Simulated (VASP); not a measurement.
# Sr (I4/mmm) in VASP: further runs, part 2 of 2

VASP 6.6.1. The steps go on from the part before.

### Step 3. Single point, r2SCAN

File POSCAR:

```
Sr
1.0
   -2.3491685674      2.3491685674      2.5840854242
    2.3491685674     -2.3491685674      2.5840854242
    2.3491685674      2.3491685674     -2.5840854242
Sr
1
Direct
    0.0000000000      0.0000000000      0.0000000000
```

File INCAR.step1:

```
PREC = Accurate
ENCUT = 520
ISMEAR = 0
SIGMA = 0.15
LREAL = False
LASPH = True
NELM = 80
NBANDS = 11
GGA = PE
ALGO = Normal
EDIFF = 1E-4
LWAVE = True
LCHARG = False
```

File INCAR.step2:

```
PREC = Accurate
ENCUT = 520
EDIFF = 1E-6
ISMEAR = 0
SIGMA = 0.15
LREAL = False
LASPH = True
NELM = 80
ALGO = Normal
ISIF = 2
LWAVE = False
LCHARG = False
METAGGA = R2SCAN
LMIXTAU = True
NBANDS = 11
ISTART = 1
```

File KPOINTS:

```
Automatic mesh
0
Gamma
  16 16 16
```

Potentials or basis: VASP PAW PBE potentials, release 64 (Sr_sv).

On the command line:

```
cat potpaw_PBE.64/Sr_sv/POTCAR > POTCAR
cp INCAR.step1 INCAR
mpirun -np 1 vasp_std > vasp.out
cp INCAR.step2 INCAR
mpirun -np 1 vasp_std > vasp.out
```

OUTCAR:

```text
PREC = Accurate
   ENCUT = 520
   EDIFF = 1E-6
   ISMEAR = 0
   LREAL = False
   LASPH = True
   NELM = 80
   ISIF = 2
   METAGGA = R2SCAN
   ISTART = 1

 ion  position               nearest neighbor table
   1  0.000  0.000  0.000-

  LATTYP: Found a body centered tetragonal cell.
 ALAT       =     4.6983371348
 C/A-ratio  =     1.1000000000

  Lattice vectors:

 A1 = (  -2.3491685674,   2.3491685674,   2.5840854242)
 A2 = (   2.3491685674,  -2.3491685674,   2.5840854242)
 A3 = (   2.3491685674,   2.3491685674,  -2.5840854242)

Analysis of symmetry for initial positions (statically):
=====================================================================
 Subroutine PRICEL returns:
 Original cell was already a primitive cell.

 Routine SETGRP: Setting up the symmetry group for a
 body centered tetragonal supercell.

 Subroutine GETGRP returns: Found 16 space group operations
 (whereof 16 operations were pure point group operations)
 out of a pool of 16 trial point group operations.

The static configuration has the point symmetry D_4h.

Analysis of symmetry for dynamics (positions and initial velocities):
[... 166 lines left out ...]
      1     -36.6145      2.00000
      2     -17.8809      2.00000
      3     -17.8809      2.00000
      4     -17.8715      2.00000
      5      -2.2884      2.00000
      6       4.0458      0.00000
      7       4.0458      0.00000
      8       4.5654      0.00000
      9       5.1040      0.00000
     10       5.8250      0.00000
     11       9.4218      0.00000
[... 309 lines left out ...]
 k-point    24 :      -0.0625    0.0625    0.0000
  band No.  band energies     occupation
      1     -36.6139      2.00000
      2     -17.8879      2.00000
      3     -17.8813      2.00000
      4     -17.8741      2.00000
      5      -2.2159      2.00000
      6       3.9619      0.00000
      7       4.1094      0.00000
      8       4.5023      0.00000
      9       5.1135      0.00000
     10       5.7239      0.00000
     11       9.5944      0.00000

 [... further k-points ...]

------------------------ aborting loop because EDIFF is reached ----------------------------------------

  FORCE on cell =-STRESS in cart. coord.  units (eV):
  Direction    XX          YY          ZZ          XY          YZ          ZX
  --------------------------------------------------------------------------------------
  -------------------------------------------------------------------------------------
  Total       -0.0621618     -0.0621618     -0.0311520      0.0000000      0.0000000      0.0000000
  in kB       -1.7459776     -1.7459776     -0.8749871      0.0000000      0.0000000      0.0000000
  external PRESSURE =      -1.4556474 kB  Pullay stress =       0.0000000 kB

 VOLUME and BASIS-vectors are now :
 -----------------------------------------------------------------------------
  energy-cutoff  :      520.00
  volume of cell :       57.04
      direct lattice vectors                 reciprocal lattice vectors
    -2.349168567  2.349168567  2.584085424     0.000000000  0.212841261  0.193492055
     2.349168567 -2.349168567  2.584085424     0.212841261  0.000000000  0.193492055
     2.349168567  2.349168567 -2.584085424     0.212841261  0.212841261  0.000000000

 POSITION                                       TOTAL-FORCE (eV/Angst)
 -----------------------------------------------------------------------------------
      0.00000      0.00000      0.00000         0.000000     -0.000000      0.000000
 -----------------------------------------------------------------------------------
    total drift:                               -0.000000      0.000000     -0.000000

  FREE ENERGIE OF THE ION-ELECTRON SYSTEM (eV)
  ---------------------------------------------------
  free  energy   TOTEN  =       -15.0972374057 eV

  energy  without entropy=      -15.0812285074  energy(sigma->0) =      -15.08923296
```

OSZICAR.step1:

```text
N       E                     dE             d eps       ncg     rms          rms(c)
DAV:   1     0.362668566059E+02    0.36267E+02   -0.47392E+03  7686   0.780E+02
DAV:   2     0.116759888777E+00   -0.36150E+02   -0.35532E+02  8980   0.150E+02
DAV:   3    -0.155900089703E+01   -0.16758E+01   -0.16562E+01 11588   0.240E+01
DAV:   4    -0.162664448080E+01   -0.67644E-01   -0.67502E-01 10102   0.448E+00
DAV:   5    -0.162806836408E+01   -0.14239E-02   -0.14238E-02 11100   0.506E-01    0.107E+01
DAV:   6    -0.163064035341E+01   -0.25720E-02   -0.70472E-03  9342   0.940E-01    0.604E+00
DAV:   7    -0.163266220457E+01   -0.20219E-02   -0.12179E-02  8470   0.123E+00    0.292E-01
DAV:   8    -0.163273346098E+01   -0.71256E-04   -0.14631E-03 12004   0.225E-01    0.689E-02
DAV:   9    -0.163275671329E+01   -0.23252E-04   -0.17229E-05  5651   0.369E-02
   1 F= -.16327567E+01 E0= -.16249206E+01  d E =-.156721E-01
```

Run time: 5.8 min. Hardware: 1 thread of Intel Xeon Platinum 8259CL at 2.50GHz (Skylake/Cascade Lake), shared host; peak memory 0.35 GiB.

Results:

```yaml
Free_energy: -15.0972 eV
Pressure: -0.1 GPa
Band_gap_on_the_k_mesh: zero (bands 5 and 6 overlap by 0.30 eV)
```

Levels at points of the mesh, in eV from the Fermi level:
```csv
k point,band 3,band 4,band 5,band 6,band 7,band 8
"(0.00, 0.00, 0.00)",-19.38,-19.37,-3.79,2.55,2.55,3.07
"(0.50, 0.00, 0.00)",-19.43,-19.37,-0.99,-0.01,1.68,3.49
"(0.50, 0.50, 0.00)",-19.44,-19.39,-0.82,0.28,1.07,4.30
"(0.50, 0.50, 0.50)",-19.49,-19.49,-0.18,0.07,2.83,4.19
```

Caveat: the PAW data sets were made with another functional, which shifts forces and pressure a little.

### Step 4. Single point, r2SCAN

This run uses another cell than the first one, of the same volume but with other edges.

File POSCAR:

```
Sr
1.0
   -2.7994580077      2.7994580077      1.8196477050
    2.7994580077     -2.7994580077      1.8196477050
    2.7994580077      2.7994580077     -1.8196477050
Sr
1
Direct
    0.0000000000      0.0000000000      0.0000000000
```

File INCAR.step1:

```
SYSTEM = Sr
PREC = Accurate ; ENCUT = 520
ISMEAR = 0 ; SIGMA = 0.15
LREAL = .FALSE. ; LASPH = .TRUE.
NELM = 100 ; NBANDS = 11
GGA = PE ; ALGO = Normal
EDIFF = 1E-4 ; LWAVE = .TRUE.
LCHARG = .FALSE.
```

File INCAR.step2:

```
SYSTEM = Sr
PREC = Accurate ; ENCUT = 520
EDIFF = 1E-6 ; ISMEAR = 0
SIGMA = 0.15 ; LREAL = .FALSE.
LASPH = .TRUE. ; NELM = 100
ALGO = Normal ; ISIF = 2
LWAVE = .FALSE. ; LCHARG = .FALSE.
METAGGA = R2SCAN ; LMIXTAU = .TRUE.
NBANDS = 11 ; ISTART = 1
```

File KPOINTS:

```
Automatic mesh
0
G
  16 16 16
  0 0 0
```

Potentials or basis: VASP PAW PBE potentials, release 64 (Sr_sv).

On the command line:

```
cat potpaw_PBE.64/Sr_sv/POTCAR > POTCAR
cp INCAR.step1 INCAR
mpirun -np 1 vasp_std > vasp.out
cp INCAR.step2 INCAR
mpirun -np 1 vasp_std > vasp.out
```

OUTCAR:

```text
SYSTEM = Sr
   PREC = Accurate
   ENCUT = 520
   EDIFF = 1E-6
   ISMEAR = 0
   LREAL = .FALSE.
   LASPH = .TRUE.
   NELM = 100
   ISIF = 2
   METAGGA = R2SCAN
   ISTART = 1

 ion  position               nearest neighbor table
   1  0.000  0.000  0.000-

  LATTYP: Found a body centered tetragonal cell.
 ALAT       =     5.5989160154
 C/A-ratio  =     0.6500000000

  Lattice vectors:

 A1 = (  -2.7994580077,   2.7994580077,   1.8196477050)
 A2 = (   2.7994580077,  -2.7994580077,   1.8196477050)
 A3 = (   2.7994580077,   2.7994580077,  -1.8196477050)

Analysis of symmetry for initial positions (statically):
=====================================================================
 Subroutine PRICEL returns:
 Original cell was already a primitive cell.

 Routine SETGRP: Setting up the symmetry group for a
 body centered tetragonal supercell.

 Subroutine GETGRP returns: Found 16 space group operations
 (whereof 16 operations were pure point group operations)
 out of a pool of 16 trial point group operations.

The static configuration has the point symmetry D_4h.

Analysis of symmetry for dynamics (positions and initial velocities):
=====================================================================
 Subroutine PRICEL returns:
 Original cell was already a primitive cell.

 Routine SETGRP: Setting up the symmetry group for a
 body centered tetragonal supercell.

 Subroutine GETGRP returns: Found 16 space group operations
 (whereof 16 operations were pure point group operations)
 out of a pool of 16 trial point group operations.

The dynamic configuration has the point symmetry D_4h.

 Subroutine INISYM returns: Found 16 space group operations
 (whereof 16 operations are pure point group operations),
 and found     1 'primitive' translations

----------------------------------------------------------------------------------------

                                     Primitive cell

  volume of cell :      57.0421

  direct lattice vectors                    reciprocal lattice vectors
    -2.799458008  2.799458008  1.819647705     0.000000000  0.178606001  0.274778463
     2.799458008 -2.799458008  1.819647705     0.178606001  0.000000000  0.274778463
     2.799458008  2.799458008 -1.819647705     0.178606001  0.178606001  0.000000000

  length of vectors
     4.357183499  4.357183499  4.357183499     0.327724438  0.327724438  0.252587029

  position of ions in fractional coordinates (direct lattice)
     0.000000000  0.000000000  0.000000000

  ion indices of the primitive-cell ions
   primitive index   ion index
                 1           1

----------------------------------------------------------------------------------------

 KPOINTS: Automatic mesh

Automatic generation of k-mesh.
 Grid dimensions read from file:
 generate k-points for:   16   16   16

 Generating k-lattice:

  Cartesian coordinates                     Fractional coordinates (reciprocal lattice)
     0.000000000  0.011162875  0.017173654     0.062500000  0.000000000  0.000000000
     0.011162875  0.000000000  0.017173654     0.000000000  0.062500000  0.000000000
     0.011162875  0.011162875  0.000000000     0.000000000  0.000000000  0.062500000

  Length of vectors
     0.020482777  0.020482777  0.015786689

  Shift w.r.t. Gamma in fractional coordinates (k-lattice)
     0.000000000  0.000000000  0.000000000

 Subroutine IBZKPT returns following result:
 ===========================================

 Found    349 irreducible k-points:

 Following reciprocal coordinates:
            Coordinates               Weight
  0.000000  0.000000  0.000000      1.000000
  0.062500  0.000000  0.000000      8.000000
  0.125000  0.000000  0.000000      8.000000
  0.187500  0.000000  0.000000      8.000000
  0.250000  0.000000  0.000000      8.000000
  0.312500  0.000000  0.000000      8.000000
[... 16 lines left out ...]
 -0.125000  0.062500  0.000000     16.000000
 -0.062500  0.062500  0.000000      4.000000
 [... further k-points ...]
   k-points           NKPTS =    349   k-points in BZ     NKDIM =    349   number of bands    NBANDS=     11
   number of dos      NEDOS =    301   number of ions     NIONS =      1
   total plane-waves  NPLWV =  32768
   dimension x,y,z NGX =    32 NGY =   32 NGZ =   32
   dimension x,y,z NGXF=    64 NGYF=   64 NGZF=   64
   ions per type =               1
   NGX,Y,Z   is equivalent  to a cutoff of  12.21, 12.21, 12.21 a.u.
   NGXF,Y,Z  is equivalent  to a cutoff of  24.42, 24.42, 24.42 a.u.
 SYSTEM =  Sr
   PREC   = accura    normal or accurate (medium, high low for compatibility)
   ISTART =      1    job   : 0-new  1-cont  2-samecut
   ICHARG =      0    charge: 1-file 2-atom 10-const
   ISPIN  =      1    spin polarized calculation?
   LNONCOLLINEAR =      F non collinear calculations
   LSORBIT =      F    spin-orbit coupling
   LASPH  =      T    aspherical Exc in radial PAW
   ENCUT  =  520.0 eV  38.22 Ry    6.18 a.u.   8.10  8.10  8.10*2*pi/ulx,y,z
   NELM   =    100;   NELMIN=  2; NELMDL=  0     # of ELM steps
   EDIFF  = 0.1E-05   stopping-criterion for ELM
   LREAL  =      F    real-space projection
   EDIFFG = 0.1E-04   stopping-criterion for IOM
   NSW    =      0    number of steps for IOM
   IBRION =     -1    ionic relax: 0-MD 1-quasi-New 2-CG
   NFREE  =      0    steps in history (QN), initial steepest desc. (CG)
   ISIF   =      2    stress and relaxation
   ISYM   =      2    0-nonsym 1-usesym 2-fastsym
   POTIM  = 0.5000    time-step for ionic-motion
   TEBEG  =    0.0;   TEEND  =   0.0 temperature during run
   PSTRESS=    0.0 pullay stress
   NELECT =      10.0000    total number of electrons
   NUPDOWN=      -1.0000    fix difference up-down
   EMIN   =  10.00;   EMAX   =-10.00  energy-range for DOS
   EFERMI =   0.00;   METHOD = LEGACY
   ISMEAR =     0;   SIGMA  =   0.15  broadening in eV -4-tet -1-fermi 0-gaus
   EFERMI_NEDOS =   21; number of points for ismear=-14 and -15
   IALGO  =     38    algorithm
   IMIX   =      4    mixing-type and parameters
     AMIX     =   0.40;   BMIX     =  1.00
     AMIX_MAG =   1.60;   BMIX_MAG =  1.00
  volume/ion in A,a.u.               =      57.04       384.94
  Fermi-wavevector in a.u.,A,eV,Ry     =   0.916241  1.731445 11.422060  0.839498
  Thomas-Fermi vector in A             =   2.041074
   LORBIT       =      0    0 simple, 1 ext, 2 COOP (PROOUT), +10 PAW based schemes
   METAGGA = R2SCAN    functional components
   LHFCALC =     F    Hartree Fock is set to
   AEXX    =    0.0000 exact exchange contribution
   IVDW    =     0    specifies the selected vdW correction
   LEPSILON=     F    determine dielectric tensor
   LRPA    =     F    only Hartree local field effects (RPA)
 non-spin polarized calculation
 Gauss-broadening in eV      SIGMA  =   0.15
  energy-cutoff  :      520.00
  volume of cell :       57.04
 maximum number of plane-waves:      1571
   NGX = 17   NGY = 17   NGZ = 17

 number of electron      10.0000000 magnetization

 Free energy of the ion-electron system (eV)
  ---------------------------------------------------
  ext. energy  EPLUGINS =         0.00000000
  ---------------------------------------------------
  free energy    TOTEN  =       -14.81832537 eV

  energy without entropy =      -14.80458747  energy(sigma->0) =      -14.81145642

 E-fermi :   1.3652     XC(G=0):  -7.6620

 val. band max:        1.3598203941   @ k =  -0.2500  -0.3750   0.0625
 cond. band min:       1.3674401135   @ k =  -0.2500  -0.4375   0.1875
 fundamental gap:      0.0076197194
 Fermi energy:         1.3651596881

 k-point     1 :       0.0000    0.0000    0.0000
  band No.  band energies     occupation
      1     -36.7768      2.00000
      2     -18.0327      2.00000
      3     -18.0327      2.00000
      4     -17.9651      2.00000
      5      -2.2721      2.00000
      6       2.6657      0.00000
      7       3.1971      0.00000
      8       5.8287      0.00000
      9       5.8287      0.00000
     10       6.2934      0.00000
     11       8.3478      0.00000
[... 309 lines left out ...]
 k-point    24 :      -0.0625    0.0625    0.0000
  band No.  band energies     occupation
      1     -36.7765      2.00000
      2     -18.0383      2.00000
      3     -18.0322      2.00000
      4     -17.9657      2.00000
      5      -2.2221      2.00000
      6       2.6610      0.00000
      7       3.1668      0.00000
      8       5.8144      0.00000
      9       5.8669      0.00000
     10       6.1837      0.00000
     11       8.2944      0.00000

 [... further k-points ...]

------------------------ aborting loop because EDIFF is reached ----------------------------------------

  FORCE on cell =-STRESS in cart. coord.  units (eV):
  Direction    XX          YY          ZZ          XY          YZ          ZX
  --------------------------------------------------------------------------------------
  -------------------------------------------------------------------------------------
  Total       -0.7656437     -0.7656437      2.1648220      0.0000000     -0.0000000      0.0000000
  in kB      -21.5051313    -21.5051313     60.8047576      0.0000000     -0.0000000      0.0000000
  external PRESSURE =       5.9314983 kB  Pullay stress =       0.0000000 kB

 VOLUME and BASIS-vectors are now :
 -----------------------------------------------------------------------------
  energy-cutoff  :      520.00
  volume of cell :       57.04
      direct lattice vectors                 reciprocal lattice vectors
    -2.799458008  2.799458008  1.819647705     0.000000000  0.178606001  0.274778463
     2.799458008 -2.799458008  1.819647705     0.178606001  0.000000000  0.274778463
     2.799458008  2.799458008 -1.819647705     0.178606001  0.178606001  0.000000000

 POSITION                                       TOTAL-FORCE (eV/Angst)
 -----------------------------------------------------------------------------------
      0.00000      0.00000      0.00000        -0.000000      0.000000      0.000000
 -----------------------------------------------------------------------------------
    total drift:                                0.000000      0.000000     -0.000000

  FREE ENERGIE OF THE ION-ELECTRON SYSTEM (eV)
  ---------------------------------------------------
  free  energy   TOTEN  =       -14.8183253662 eV

  energy  without entropy=      -14.8045874687  energy(sigma->0) =      -14.81145642
```

OSZICAR.step1:

```text
N       E                     dE             d eps       ncg     rms          rms(c)
DAV:   1     0.365800355445E+02    0.36580E+02   -0.47446E+03  7686   0.779E+02
DAV:   2     0.421422135338E+00   -0.36159E+02   -0.35552E+02  8957   0.151E+02
DAV:   3    -0.127593649401E+01   -0.16974E+01   -0.16736E+01 11305   0.242E+01
DAV:   4    -0.137049016402E+01   -0.94554E-01   -0.94346E-01 10047   0.516E+00
DAV:   5    -0.137267596796E+01   -0.21858E-02   -0.21855E-02 10874   0.654E-01    0.113E+01
DAV:   6    -0.137368323638E+01   -0.10073E-02   -0.63839E-03  8990   0.890E-01    0.641E+00
DAV:   7    -0.137455405279E+01   -0.87082E-03   -0.11340E-02  8610   0.117E+00    0.271E-01
DAV:   8    -0.137463252496E+01   -0.78472E-04   -0.13741E-03 11643   0.208E-01    0.683E-02
DAV:   9    -0.137465751195E+01   -0.24987E-04   -0.16021E-05  5090   0.353E-02
   1 F= -.13746575E+01 E0= -.13665079E+01  d E =-.162993E-01
```

It took 7.2 min on 1 thread of Intel Xeon Platinum 8259CL at 2.50GHz (Skylake/Cascade Lake), shared host; peak memory 0.35 GiB.

Results:

| Item | Value |
| --- | --- |
| Free energy | -14.8183 eV |
| Pressure | 0.6 GPa |
| Band gap on the k mesh | zero (bands 5 and 6 overlap by 1.31 eV) |

Caveat: the stress differs along the axes, from -2 to 6 GPa; the PAW data sets were made with another functional, which shifts forces and pressure a little.

### Step 5. Overview

```csv
cell,gap on the mesh (eV),pressure (GPa)
"a = 4.207 Å, angles 107.3, 107.3, 113.9°, 1 atom",none,-0.2
"a = 4.209 Å, angles 112.1, 112.1, 104.2°, 1 atom",none,-0.1
"a = 4.357 Å, angles 100.0, 100.0, 130.6°, 1 atom",none,0.6
```

Alike in all rows: task single point; level r2SCAN; potentials or basis VASP PAW PBE potentials, release 64 (Sr_sv); no spin polarisation; k mesh 16 × 16 × 16; cutoff (eV) 520; smearing gaussian 0.15 eV.

Caveats: the PAW data sets were made with another functional, which shifts forces and pressure a little; the stress differs along the axes, from -2 to 6 GPa (at least some runs).

Absolute energies hang on the potentials; compare differences alone.
